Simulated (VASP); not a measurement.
The system is BaTe.

```xyz
2
Lattice="4.2448 0.0000 0.0000 0.0000 4.2448 0.0000 0.0000 0.0000 4.2448" Properties=species:S:1:pos:R:3 pbc="T T T"
Ba    0.0000    0.0000    0.0000
Te    2.1224    2.1224    2.1224
```

Base run:

```yaml
Program: VASP 6.6.1
Functional: HSE06
Potentials_or_basis: VASP PAW PBE potentials, release 64 (Ba_sv, Te)
Cutoff: 520 eV
k_mesh: 4 × 4 × 4
Occupations: gaussian, width 0.01 eV
Spin: no spin polarisation
```

Its results: band gap on the k mesh 1.44 eV, indirect (least direct gap 1.65 eV); pressure 0.0 GPa.

Question: The run is repeated on the same cell with these changes: functional from HSE06 to PBE-based screened hybrid; screening parameter from 0.2079 1/Å to 0.5 1/Å. What comes out?

Answer: Band gap on the k mesh 0.91 eV, indirect (least direct gap 1.13 eV); pressure 0.4 GPa.

Caveats: the PAW data sets were made with another functional, which shifts forces and pressure a little; spin-orbit coupling is left out, which moves the levels of the heavy elements.

A k mesh can miss the band edges.
